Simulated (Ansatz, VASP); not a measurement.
**InSe2: VASP beside Ansatz**

```
In Se
1.0
     3.83279    0.00000    0.00000
     0.00000    3.83279    0.00000
     0.00000    0.00000    9.34051
In Se
2 4
Cartesian
  0.0000 1.9164 6.5861
  1.9164 0.0000 2.7544
  0.0000 1.9164 3.4279
  1.9164 0.0000 5.9127
  0.0000 0.0000 0.0000
  1.9164 1.9164 0.0000
```

Alike in both runs: task single point; functional PBEsol; k mesh 12 × 12 × 6; occupations gaussian, width 0.15 eV; no spin polarisation.

|  | VASP | Ansatz |
| --- | --- | --- |
| version | VASP 6.6.1 | Ansatz 0.2.0 |
| potentials or method | VASP PAW PBE potentials, release 64 (In_d, Se), cutoff 520 eV | scalar-relativistic, plane waves, PAW |
| valence electrons in the cell | 50 | 90 |

```csv
,VASP,Ansatz,Ansatz less VASP
gap on the k mesh at the Fermi level (eV),none,none,-
pressure (GPa),-0.1,-0.1,-0.08
"traceless stress, the component that is largest in VASP (GPa)",0.17,0.21,+0.049
rms of the force components (eV/Å),0.007,0.008,+0.0009
```

VASP's potentials were made for PBE, not for PBEsol. Atom by atom the forces differ by 0.001 eV/Å (rms over components). A gap of «none» marks a metal or a gap that the smearing closes. The functional is the same, so the differences come from potentials, cutoffs and numerics. VASP's potentials hold 50 valence electrons a cell and Ansatz's 90, so a difference there can come from the potentials and not from the codes.
